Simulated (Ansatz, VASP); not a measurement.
**One calculation of Zn, two programs**

INCAR

```
SYSTEM = Zn
  PREC = Accurate
  ENCUT = 520
  EDIFF = 1E-6
  ISMEAR = -1
  SIGMA = 0.05
  LREAL = .False.
  LASPH = .True.
  NELM = 80
  ALGO = Normal
  ISIF = 2
  LWAVE = .False.
  LCHARG = .False.
  GGA = PS
  NBANDS = 25
```

KPOINTS

```
regular mesh
0
Gamma
  10 10 3
  0 0 0
```

File POSCAR:

```
Zn
1.0
    2.2681701736     -1.3084870100      0.0000000000
    2.2681701736      1.3084870100      0.0000000000
   -1.5917165425      0.0000000000      7.2274041100
Zn
3
Direct
    0.7780178600      0.7780178600      0.3345049800
    0.2219821400      0.2219821400      0.6654950200
    0.0000000000      0.0000000000      0.0000000000
```

File input.yaml:

```yaml
crystal:
  lattice:
    - [2.2681701736, -1.30848701, 0.0]
    - [2.2681701736, 1.30848701, 0.0]
    - [-1.5917165425, 0.0, 7.22740411]
  atoms:
    - { symbol: Zn, position: [0.77801786, 0.77801786, 0.33450498] }
    - { symbol: Zn, position: [0.22198214, 0.22198214, 0.66549502] }
    - { symbol: Zn, position: [0.0, 0.0, 0.0] }
hamiltonian:
  xc: pbesol
  pseudopotentials: { kind: paw }
kpoints:
  mp_grid: { grid: [10, 10, 3] }
  band_path:
    path:
      - [[0.0, 0.0, 0.0], [-0.5, -0.5, 0.0], [-0.5103064497, -0.5103064497, 0.1563514794], [-0.5, -0.5, 0.5], [-0.6742646792, -0.3257353208, 0.5]]
      - [[-0.3257353208, 0.3257353208, 0.5], [0.0, 0.0, 0.5], [-0.4896935503, -0.4896935503, 0.8436485206]]
      - [[-0.5, -0.5, 0.0], [-0.662763715, -0.337236285, 0.0]]
      - [[-0.337236285, 0.337236285, 0.0], [0.0, 0.0, 0.0], [-0.5, 0.0, 0.0]]
      - [[-0.5, 0.0, 0.5], [0.0, 0.0, 0.0]]
    npoints: 14
scf:
  occupations: { method: fermi_dirac, width: 0.05 }
  n_extra_bands: 7
output:
  forces: true
  stress: true
  eigenvalues: true
  fatbands: false
  write_density: true
  write_potential: true
  elf: true
  volumetric_format: npy
```

Alike in both runs: functional PBEsol; k mesh 10 × 10 × 3; occupations fermi-dirac, width 0.05 eV; no spin polarisation.

|  | VASP | Ansatz |
| --- | --- | --- |
| version | VASP 6.6.1 | Ansatz 0.2.0 |
| potentials or method | VASP PAW PBE potentials, release 64 (Zn) | Ansatz PAW |
| plane-wave cutoff (eV) | 520 | 420 |
| valence electrons in the cell | 36 | 36 |
| task | single point | band structure |

Ansatz gave:

- gap on the k mesh at the Fermi level (eV): none
- pressure (GPa): -0.8
- traceless stress, the component that is largest in VASP (GPa): -0.90

Q: What did VASP give for the same quantities?

A: gap on the k mesh at the Fermi level (eV): none; pressure (GPa): -0.3; traceless stress, the component that is largest in VASP (GPa): -0.90.

VASP's potentials were made for PBE, not for PBEsol. A gap of «none» marks a metal or a gap that the smearing closes.
